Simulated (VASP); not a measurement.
Bi, 1 atom in the cell. It takes space group Immm (No. 71, orthorhombic). Conventional cell: a = 3.443 Å, b = 3.963 Å, c = 4.483 Å, α = 90.00°, β = 90.00°, γ = 90.00°. Bi (site symmetry mmm) has 14 Bi at 3.44 to 4.48 Å within 4.5 Å.  This cell differs from its parent crystal: strain +0.1312 x Voigt [1, -1, 0, 0, 0, 0].

- Program: VASP 6.6.1
- Task: single point
- Functional: LDA
- Potentials or basis: VASP PAW LDA potentials, release 64 (Bi_d)
- Cutoff: 520 eV
- k mesh: 18 × 18 × 18
- Occupations: gaussian, width 0.15 eV
- Spin: no spin polarisation
- Dipole correction: no
- Further INCAR settings: ALGO = Fast; EDIFF = 1e-07; NBANDS = 14

Potentials or basis: VASP PAW LDA potentials, release 64 (Bi_d).

The run is started by

```bash
$ cat potpaw_LDA.64/Bi_d/POTCAR > POTCAR
$ mpirun -np 1 vasp_std > vasp.out
```

Hardware: 1 thread of Intel(R) Xeon(R) 6975P-C (Granite Rapids), with other jobs on the host.

Estimate the wall time of this run.

Run time: 3.2 min on 1 thread of Intel(R) Xeon(R) 6975P-C (Granite Rapids) (shared host), peak memory 0.41 GiB. Counts: scf iterations 15, k points 865.
